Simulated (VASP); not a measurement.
Runs of VASP 6.6.1 on Be. The structure is that of space group Pm-3m (No. 221), or close to it. The cells are those of the table. 

```csv
task,cell,cutoff (eV),gap on the mesh (eV),pressure (GPa)
relaxation of cell and atoms,"relaxed to 160 GPa from a = 1.708 Å, 1 atom",600,none,160.0
single point,"a = 1.707 Å, 1 atom",520,none,(a)
relaxation of cell and atoms,"relaxed to 160 GPa from a = 1.667 Å, 1 atom",600,none,160.2
single point,"a = 1.708 Å, 1 atom",520,none,161.5
```

Alike in all rows: level LDA; potentials or basis VASP PAW LDA potentials, release 64 (Be); no spin polarisation; k mesh 22 × 22 × 22; smearing fermi-dirac 0.05 eV.

Task: Fill in the values left out.

Result: (a) 161.8.

Caveats: the cell is relaxed towards a set pressure, so the enthalpy falls and the energy may rise (some runs).

A gap of «none» marks levels without a gap at the run's occupations.
